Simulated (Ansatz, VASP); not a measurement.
## Rh in VASP and in Ansatz

INCAR

```
  ALGO = Fast
  EDIFF = 1E-6
  ENCUT = 520
  GGA = PS
  ISIF = 2
  ISMEAR = 0
  LASPH = T
  LCHARG = F
  LREAL = F
  LWAVE = F
  NBANDS = 14
  NELM = 100
  PREC = Accurate
  SIGMA = 0.15
```

Contents of KPOINTS:

```
k-points
0
Gamma
  22 22 22
```

Contents of POSCAR:

```
Rh
1.0
    0.0000000000      1.8730267500      1.9015500000
    1.9015500000      0.0000000000      1.9015500000
    1.9015500000      1.8730267500      0.0000000000
Rh
1
Direct
    0.0000000000      0.0000000000      0.0000000000
```

Input for Ansatz:

```yaml
crystal:
  lattice:
    - [0.0, 1.87302675, 1.90155]
    - [1.90155, 0.0, 1.90155]
    - [1.90155, 1.87302675, 0.0]
  atoms:
    - { symbol: Rh, position: [0.0, 0.0, 0.0] }
basis:
  ecutwfc: 420
kpoints:
  mp_grid: { grid: [22, 22, 22] }
hamiltonian:
  xc: pbesol
scf:
  occupations: { method: gaussian, width: 0.15 }
output:
  forces: true
  stress: true
  eigenvalues: true
  write_density: true
  write_potential: true
  elf: true
  volumetric_format: npy
```

Change from the starting cell: strain -0.0150 x Voigt [0, 1, 0, 0, 0, 0], atoms carried along.

Alike in both runs: task single point; functional PBEsol; k mesh 22 × 22 × 22; occupations gaussian, width 0.15 eV; no spin polarisation.

|  | VASP | Ansatz |
| --- | --- | --- |
| version | VASP 6.6.1 | Ansatz 0.2.0 |
| potentials or method | VASP PAW PBE potentials, release 64 (Rh_pv), cutoff 520 eV | scalar-relativistic, plane waves, PAW |
| valence electrons in the cell | 15 | 17 |

|  | VASP | Ansatz | Ansatz less VASP |
| --- | --- | --- | --- |
| gap on the k mesh at the Fermi level (eV) | none | none | - |
| pressure (GPa) | -0.8 | -0.8 | +0.03 |
| traceless stress, the component that is largest in VASP (GPa) | 2.56 | 2.57 | +0.006 |

VASP's potentials were made for PBE, not for PBEsol. A gap of «none» marks a metal or a gap that the smearing closes. VASP's potentials hold 15 valence electrons a cell and Ansatz's 17, so a difference there can come from the potentials and not from the codes.
